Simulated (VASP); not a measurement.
Runs of VASP 6.6.1 on Nb. The structure is that of space group Im-3m (No. 229), or close to it. The cells are those of the table. 

| task | level | potentials or basis | spin | cell | k mesh | cutoff (eV) | smearing | dipole correction | tolerance level | purpose | grid for exact exchange (PRECFOCK) | share of exact exchange | gap on the mesh (eV) | pressure (GPa) | relaxed volume (Å³/atom) |
| --- | --- | --- | --- | --- | --- | --- | --- | --- | --- | --- | --- | --- | --- | --- | --- |
| single point | LDA | VASP PAW LDA potentials, release 64 (Nb_sv) | non-collinear, zero start, SOC | a = 2.882 Å, angles 109.5°, 1 atom | 8 × 8 × 8 | 500 | fermi-dirac 0.05 eV | no | - | - | - | - | - | -12.0 | - |
| single point | PBE+D3(BJ) | VASP PAW PBE potentials, release 64 (Nb_sv) | off | a = 2.872 Å, angles 109.2, 109.2, 110.0°, 1 atom | 15 × 15 × 15 | 380 | fermi-dirac 0.03 eV | - | screening | energy | - | - | none | -8.5 | - |
| relaxation of cell and atoms | PBEsol-based screened hybrid with 25 % exact exchange | VASP PAW PBE potentials, release 64 (Nb_sv) | off | relaxed from a = 2.882 Å, angles 109.5°, 1 atom | 6 × 6 × 6 | 500 | fermi-dirac 0.05 eV | no | - | - | Normal | 0.25 | none | 0.0 | 17.01 |
| single point | PBEsol | VASP PAW PBE potentials, release 64 (Nb_sv) | off | a = 2.838 Å, angles 109.5°, 1 atom | 11 × 11 × 11 | 500 | fermi-dirac 0.05 eV | no | - | - | - | - | none | -0.3 | - |
| single point | PBE | VASP PAW PBE potentials, release 64 (Nb_sv) | off | a = 2.882 Å, angles 109.5°, 1 atom | 11 × 11 × 11 | 500 | gaussian 0.028 eV | no | - | - | - | - | none | (a) | - |
| relaxation of cell and atoms | PBEsol | VASP PAW PBE potentials, release 64 (Nb_sv) | off | relaxed to 30 GPa from a = 2.882 Å, angles 109.5°, 1 atom | 11 × 11 × 11 | 500 | fermi-dirac 0.05 eV | no | - | - | - | - | none | 30.0 | - |
| relaxation of cell and atoms | PBEsol | VASP PAW PBE potentials, release 64 (Nb_sv) | off | relaxed from a = 2.882 Å, angles 109.5°, 1 atom | 11 × 11 × 11 | 500 | fermi-dirac 0.05 eV | no | - | - | - | - | none | 0.0 | (b) |
| single point | BLYP+D4 | VASP PAW PBE potentials, release 64 (Nb_sv) | off | a = 2.874 Å, angles 109.5°, 1 atom | 11 × 11 × 11 | 500 | fermi-dirac 0.05 eV | no | - | - | - | - | none | -0.2 | - |

Fill in the values left out.

(a) -2.1; (b) 17.56.

Caveats: some runs use coarse meshes; the PAW data sets were made with another functional, which shifts forces and pressure a little (at least some runs); the cell stands under tension (at least some runs); the cell is relaxed towards a set pressure, so the run minimises the enthalpy, not the energy (at least some runs); the volume moved by over 15 % at a fixed basis, so the end points are rough (at least some runs).

A k mesh can miss the band edges, and rows without SOC leave out spin-orbit coupling on Nb.

A gap of «none» marks levels without a gap at the run's occupations.
